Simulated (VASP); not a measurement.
Runs of VASP 6.6.1 on SnO. The structure is that of space group Pmn2_1 (No. 31), or close to it. The cells are those of the table. 

| level | potentials or basis | cell | cutoff (eV) | gap on the mesh (eV) | pressure (GPa) | largest force (eV/Å) |
| --- | --- | --- | --- | --- | --- | --- |
| PBE | VASP PAW PBE potentials, release 64 (Sn_d, O_h) | a = 3.332, b = 5.636, c = 4.194 Å, 4 atoms | 1340 | (b) | 2.1 | 0.24 |
| r2SCAN | VASP PAW PBE potentials, release 64 (Sn_d, O) | a = 3.355, b = 5.674, c = 4.222 Å, 4 atoms | 520 | 1.79 | -2.6 | 0.51 |
| PBE | VASP PAW PBE potentials, release 64 (Sn_d, O_h) | a = 3.377, b = 5.712, c = 4.250 Å, 4 atoms | 1340 | 1.52 | -1.0 | 0.32 |
| PBE | VASP PAW PBE potentials, release 64 (Sn_d, O_h) | a = 3.355, b = 5.674, c = 4.222 Å, 4 atoms | 1340 | (a) | 0.5 | 0.06 |

Alike in all rows: task single point; no spin polarisation; k mesh 8 × 5 × 6; smearing fermi-dirac 0.05 eV.

**Question.** Estimate the missing entries.

**Answer.** (a) 1.49; (b) 1.47.

Caveats: spin-orbit coupling is left out, which moves the levels of the heavy elements; the PAW data sets were made with another functional, which shifts forces and pressure a little (at least some runs).

A k mesh can miss the band edges, and the runs leave out spin-orbit coupling on Sn.
